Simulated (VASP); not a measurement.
# Ti4C5O in VASP: single point with r2SCAN

Aim: the single point of Ti4C5O with r2SCAN.

All numbers are computed with VASP 6.6.1; they aren't measurements. Logs are shortened: lines on timing, memory, paths and dates and some standing lists are left out, and cuts for length are marked.

## (1) The cell of the first run

The cell holds a slab with vacuum, 10 atoms: a = 3.060 Å, b = 3.060 Å, c = 28.995 Å, α = 90.00°, β = 90.00°, γ = 120.00°.

## (2) Single point, r2SCAN

POSCAR reads:

```
Ti4C5O
1.0
    3.0603581490      0.0000000000      0.0000000000
   -1.5301790745      2.6503479017      0.0000000000
    0.0000000000      0.0000000000     28.9950878602
C Ti O
5 4 1
Direct
    0.3333333333      0.6666666667      0.2931531037
    0.0000000000      0.0000000000      0.3793322516
    0.6666666667      0.3333333333      0.4654530892
    0.3333333333      0.6666666667      0.5528628035
    0.0000000000      0.0000000000      0.6450049897
    0.6666666667      0.3333333333      0.3362426777
    0.3333333333      0.6666666667      0.4224218256
    0.0000000000      0.0000000000      0.5074440294
    0.6666666667      0.3333333333      0.5911476200
    0.0000000000      0.0000000000      0.6851746107
```

INCAR.step1 reads:

```
SYSTEM = Ti4C5O
ALGO = Normal
DIPOL = 0.5 0.5 0.488
EDIFF = 1E-4
ENCUT = 520
GGA = PE
IDIPOL = 3
ISMEAR = 0
LASPH = .True.
LCHARG = .False.
LDIPOL = .True.
LREAL = .False.
LWAVE = .True.
NBANDS = 48
NELM = 80
PREC = Accurate
SIGMA = 0.1
```

INCAR.step2 reads:

```
SYSTEM = Ti4C5O
ALGO = Normal
DIPOL = 0.5 0.5 0.488
EDIFF = 1E-6
ENCUT = 520
IDIPOL = 3
ISIF = 2
ISMEAR = 0
ISTART = 1
LASPH = .True.
LCHARG = .True.
LDIPOL = .True.
LELF = .True.
LMIXTAU = .True.
LREAL = .False.
LVACPOTAV = .True.
LVHAR = .True.
LWAVE = .False.
METAGGA = R2SCAN
NBANDS = 48
NELM = 80
PREC = Accurate
SIGMA = 0.1
```

KPOINTS reads:

```
k-points
0
Gamma
  12 12 1
  0 0 0
```

Potentials or basis: VASP PAW PBE potentials, release 64 (C, Ti_sv, O).

Launch:

```sh
$ cat potpaw_PBE.64/C/POTCAR potpaw_PBE.64/Ti_sv/POTCAR potpaw_PBE.64/O/POTCAR > POTCAR
$ cp INCAR.step1 INCAR
$ mpirun -np 1 vasp_std > vasp.out
$ cp INCAR.step2 INCAR
$ mpirun -np 1 vasp_std > vasp.out
```

OUTCAR:

```text
SYSTEM = Ti4C5O
   EDIFF = 1E-6
   ENCUT = 520
   ISIF = 2
   ISMEAR = 0
   ISTART = 1
   LASPH = .True.
   LREAL = .False.
   METAGGA = R2SCAN
   NELM = 80
   PREC = Accurate

 ion  position               nearest neighbor table
   1  0.333  0.667  0.293-   6 2.16   6 2.16   6 2.16
   2  0.000  0.000  0.379-   6 2.16   6 2.16   6 2.16   7 2.16   7 2.16   7 2.16
   3  0.667  0.333  0.465-   8 2.15   8 2.15   8 2.15   7 2.16   7 2.16   7 2.16
   4  0.333  0.667  0.553-   9 2.09   9 2.09   9 2.09   8 2.20   8 2.20   8 2.20
   5  0.000  0.000  0.645-  10 1.16   9 2.36   9 2.36   9 2.36
   6  0.667  0.333  0.336-   2 2.16   2 2.16   2 2.16   1 2.16   1 2.16   1 2.16
   7  0.333  0.667  0.422-   3 2.16   3 2.16   3 2.16   2 2.16   2 2.16   2 2.16
   8  0.000  0.000  0.507-   3 2.15   3 2.15   3 2.15   4 2.20   4 2.20   4 2.20
   9  0.667  0.333  0.591-   4 2.09   4 2.09   4 2.09   5 2.36   5 2.36   5 2.36
  10  0.000  0.000  0.685-   5 1.16

  LATTYP: Found a hexagonal cell.
 ALAT       =     3.0603581490
 C/A-ratio  =     9.4744100032

  Lattice vectors:

 A1 = (   3.0603581490,   0.0000000000,   0.0000000000)
 A2 = (  -1.5301790745,   2.6503479017,   0.0000000000)
 A3 = (   0.0000000000,   0.0000000000,  28.9950878602)

Analysis of symmetry for initial positions (statically):
=====================================================================
 Subroutine PRICEL returns:
 Original cell was already a primitive cell.

 Routine SETGRP: Setting up the symmetry group for a
 hexagonal supercell.

 Subroutine GETGRP returns: Found  6 space group operations
 (whereof  6 operations were pure point group operations)
 out of a pool of 24 trial point group operations.

The static configuration has the point symmetry C_3v.

Analysis of symmetry for dynamics (positions and initial velocities):
=====================================================================
 Subroutine PRICEL returns:
 Original cell was already a primitive cell.

 Routine SETGRP: Setting up the symmetry group for a
 hexagonal supercell.

 Subroutine GETGRP returns: Found  6 space group operations
 (whereof  6 operations were pure point group operations)
 out of a pool of 24 trial point group operations.

The dynamic configuration has the point symmetry C_3v.

 Subroutine INISYM returns: Found  6 space group operations
 (whereof  6 operations are pure point group operations),
 and found     1 'primitive' translations

----------------------------------------------------------------------------------------

                                     Primitive cell

  volume of cell :     235.1796

  direct lattice vectors                    reciprocal lattice vectors
     3.060358149  0.000000000  0.000000000     0.326759141  0.188654478  0.000000000
    -1.530179074  2.650347902  0.000000000     0.000000000  0.377308956  0.000000000
     0.000000000  0.000000000 28.995087860     0.000000000  0.000000000  0.034488600

  length of vectors
     3.060358149  3.060358149 28.995087860     0.377308956  0.377308956  0.034488600

  position of ions in fractional coordinates (direct lattice)
     0.333333333  0.666666667  0.293153104
     0.000000000  0.000000000  0.379332252
     0.666666667  0.333333333  0.465453089
     0.333333333  0.666666667  0.552862803
     0.000000000  0.000000000  0.645004990
     0.666666667  0.333333333  0.336242678
     0.333333333  0.666666667  0.422421826
     0.000000000  0.000000000  0.507444029
     0.666666667  0.333333333  0.591147620
     0.000000000  0.000000000  0.685174611

  ion indices of the primitive-cell ions
   primitive index   ion index
                 1           1
                 2           2
                 3           3
                 4           4
                 5           5
                 6           6
                 7           7
                 8           8
                 9           9
                10          10

----------------------------------------------------------------------------------------

 KPOINTS: k-points

Automatic generation of k-mesh.
 Grid dimensions read from file:
 generate k-points for:   12   12    1

 Generating k-lattice:

  Cartesian coordinates                     Fractional coordinates (reciprocal lattice)
     0.027229928  0.015721207  0.000000000     0.083333333 -0.000000000  0.000000000
     0.000000000  0.031442413  0.000000000     0.000000000  0.083333333  0.000000000
     0.000000000  0.000000000  0.034488600     0.000000000  0.000000000  1.000000000

  Length of vectors
     0.031442413  0.031442413  0.034488600

  Shift w.r.t. Gamma in fractional coordinates (k-lattice)
     0.000000000  0.000000000  0.000000000

 Subroutine IBZKPT returns following result:
 ===========================================

 Found     19 irreducible k-points:

 Following reciprocal coordinates:
            Coordinates               Weight
  0.000000  0.000000  0.000000      1.000000
  0.083333  0.000000  0.000000      6.000000
  0.166667  0.000000  0.000000      6.000000
  0.250000  0.000000  0.000000      6.000000
  0.333333  0.000000  0.000000      6.000000
  0.416667 -0.000000  0.000000      6.000000
[... 11 lines left out ...]
  0.333333  0.250000  0.000000     12.000000
  0.333333  0.333333  0.000000      2.000000
   k-points           NKPTS =     19   k-points in BZ     NKDIM =     19   number of bands    NBANDS=     48
   number of dos      NEDOS =    301   number of ions     NIONS =     10
   total plane-waves  NPLWV = 124416
   dimension x,y,z NGX =    24 NGY =   24 NGZ =  216
   dimension x,y,z NGXF=    48 NGYF=   48 NGZF=  432
   ions per type =               5   4   1
   NGX,Y,Z   is equivalent  to a cutoff of  13.04, 13.04, 12.38 a.u.
   NGXF,Y,Z  is equivalent  to a cutoff of  26.07, 26.07, 24.77 a.u.
 SYSTEM =  Ti4C5O
   PREC   = accura    normal or accurate (medium, high low for compatibility)
   ISTART =      1    job   : 0-new  1-cont  2-samecut
   ICHARG =      0    charge: 1-file 2-atom 10-const
   ISPIN  =      1    spin polarized calculation?
   LNONCOLLINEAR =      F non collinear calculations
   LSORBIT =      F    spin-orbit coupling
   LASPH  =      T    aspherical Exc in radial PAW
   ENCUT  =  520.0 eV  38.22 Ry    6.18 a.u.   5.69  5.69 53.91*2*pi/ulx,y,z
   NELM   =     80;   NELMIN=  2; NELMDL=  0     # of ELM steps
   EDIFF  = 0.1E-05   stopping-criterion for ELM
   LREAL  =      F    real-space projection
   EDIFFG = 0.1E-04   stopping-criterion for IOM
   NSW    =      0    number of steps for IOM
   IBRION =     -1    ionic relax: 0-MD 1-quasi-New 2-CG
   NFREE  =      0    steps in history (QN), initial steepest desc. (CG)
   ISIF   =      2    stress and relaxation
   ISYM   =      2    0-nonsym 1-usesym 2-fastsym
   POTIM  = 0.5000    time-step for ionic-motion
   TEBEG  =    0.0;   TEEND  =   0.0 temperature during run
   PSTRESS=    0.0 pullay stress
   NELECT =      74.0000    total number of electrons
   NUPDOWN=      -1.0000    fix difference up-down
   EMIN   =  10.00;   EMAX   =-10.00  energy-range for DOS
   EFERMI =   0.00;   METHOD = LEGACY
   ISMEAR =     0;   SIGMA  =   0.10  broadening in eV -4-tet -1-fermi 0-gaus
   EFERMI_NEDOS =   21; number of points for ismear=-14 and -15
   IALGO  =     38    algorithm
   IMIX   =      4    mixing-type and parameters
     AMIX     =   0.40;   BMIX     =  1.00
     AMIX_MAG =   1.60;   BMIX_MAG =  1.00
  volume/ion in A,a.u.               =      23.52       158.71
  Fermi-wavevector in a.u.,A,eV,Ry     =   1.113488  2.104187 16.869259  1.239856
  Thomas-Fermi vector in A             =   2.250073
   LORBIT       =      0    0 simple, 1 ext, 2 COOP (PROOUT), +10 PAW based schemes
   METAGGA = R2SCAN    functional components
   LHFCALC =     F    Hartree Fock is set to
   AEXX    =    0.0000 exact exchange contribution
   IVDW    =     0    specifies the selected vdW correction
   LEPSILON=     F    determine dielectric tensor
   LRPA    =     F    only Hartree local field effects (RPA)
 non-spin polarized calculation
 Gauss-broadening in eV      SIGMA  =   0.10
  energy-cutoff  :      520.00
  volume of cell :      235.18
 maximum number of plane-waves:      6364
 NGX is ok and might be reduce to    24
   NGX = 11   NGY = 11   NGZ =107

 dipolmoment           0.000000      0.000000      0.003264 electrons x Angstroem

 number of electron      73.9999980 magnetization

 dipolmoment           0.000000      0.000000     -0.020238 electrons x Angstroem

 Free energy of the ion-electron system (eV)
  ---------------------------------------------------
  ext. energy  EPLUGINS =         0.00000000
  ---------------------------------------------------
  free energy    TOTEN  =      -111.50498869 eV

  energy without entropy =     -111.48103477  energy(sigma->0) =     -111.49301173

 E-fermi :  -0.1530     XC(G=0):  -6.0599

 val. band max:       -0.1652895771   @ k =   0.4167   0.0833   0.0000
 cond. band min:      -0.1268141662   @ k =   0.2500   0.0000   0.0000
 fundamental gap:      0.0384754109
 Fermi energy:        -0.1530086684

 k-point     1 :       0.0000    0.0000    0.0000
  band No.  band energies     occupation
      1     -59.5029      2.00000
      2     -59.3883      2.00000
      3     -59.2569      2.00000
      4     -58.7704      2.00000
      5     -34.9204      2.00000
      6     -34.6737      2.00000
[... 40 lines left out ...]
     47       2.5224      0.00000
     48       2.7064      0.00000

 k-point     2 :       0.0833    0.0000    0.0000
  band No.  band energies     occupation
      1     -59.4992      2.00000
      2     -59.3851      2.00000
      3     -59.2536      2.00000
      4     -58.7670      2.00000
      5     -34.9115      2.00000
      6     -34.6727      2.00000
[... 859 lines left out ...]
 k-point    19 :       0.3333    0.3333    0.0000
  band No.  band energies     occupation
      1     -59.4408      2.00000
      2     -59.3333      2.00000
      3     -59.2023      2.00000
      4     -58.7129      2.00000
      5     -34.8547      2.00000
      6     -34.8368      2.00000
[... 40 lines left out ...]
     47       3.1077      0.00000
     48       3.7931      0.00000

------------------------ aborting loop because EDIFF is reached ----------------------------------------

  FORCE on cell =-STRESS in cart. coord.  units (eV):
  Direction    XX          YY          ZZ          XY          YZ          ZX
  --------------------------------------------------------------------------------------
  -------------------------------------------------------------------------------------
  Total       -1.1679738     -1.1679738      0.0046998      0.0000000      0.0000000     -0.0000000
  in kB       -7.9569039     -7.9569039      0.0320175      0.0000000      0.0000000     -0.0000000
  external PRESSURE =      -5.2939301 kB  Pullay stress =       0.0000000 kB

 VOLUME and BASIS-vectors are now :
 -----------------------------------------------------------------------------
  energy-cutoff  :      520.00
  volume of cell :      235.18
      direct lattice vectors                 reciprocal lattice vectors
     3.060358149  0.000000000  0.000000000     0.326759141  0.188654478  0.000000000
    -1.530179074  2.650347902  0.000000000     0.000000000  0.377308956  0.000000000
     0.000000000  0.000000000 28.995087860     0.000000000  0.000000000  0.034488600

 POSITION                                       TOTAL-FORCE (eV/Angst)
 -----------------------------------------------------------------------------------
     -0.00000      1.76690      8.50000        -0.000000     -0.000000      1.017378
      0.00000      0.00000     10.99877        -0.000000     -0.000000     -0.352395
      1.53018      0.88345     13.49585        -0.000000     -0.000000      0.001628
     -0.00000      1.76690     16.03031         0.000000     -0.000000     -0.032287
      0.00000      0.00000     18.70198        -0.000000     -0.000000     -0.908355
      1.53018      0.88345      9.74939         0.000000      0.000000     -0.842512
     -0.00000      1.76690     12.24816        -0.000000      0.000000      0.110081
      0.00000      0.00000     14.71338        -0.000000     -0.000000      0.020367
      1.53018      0.88345     17.14038        -0.000000      0.000000      0.072778
      0.00000      0.00000     19.86670        -0.000000     -0.000000      0.913318
 -----------------------------------------------------------------------------------
    total drift:                               -0.000000      0.000001     -0.001011

  FREE ENERGIE OF THE ION-ELECTRON SYSTEM (eV)
  ---------------------------------------------------
  free  energy   TOTEN  =      -111.5049886912 eV

  energy  without entropy=     -111.4810347726  energy(sigma->0) =     -111.49301173

 vacuum level on the upper side and lower side of the slab         6.270         6.723
```

Wall time 48 min (1 thread of Oxide Virtual Turin-like, shared host); peak memory 0.44 GiB.

What came out:

```yaml
Free_energy: -111.5050 eV
Largest_force: 1.017 eV/Å
Band_gap_on_the_k_mesh: zero (bands 37 and 38 overlap by 0.69 eV)
```

Forces in eV/Å, atoms in the order of the input:
```
C    0.000  0.000  1.017
C    0.000  0.000 -0.352
C    0.000  0.000  0.002
C    0.000  0.000 -0.032
C    0.000  0.000 -0.908
Ti   0.000  0.000 -0.843
Ti   0.000  0.000  0.110
Ti   0.000  0.000  0.020
Ti   0.000  0.000  0.073
O    0.000  0.000  0.913
```

Caveat: the PAW data sets were made with another functional, which shifts forces and pressure a little.
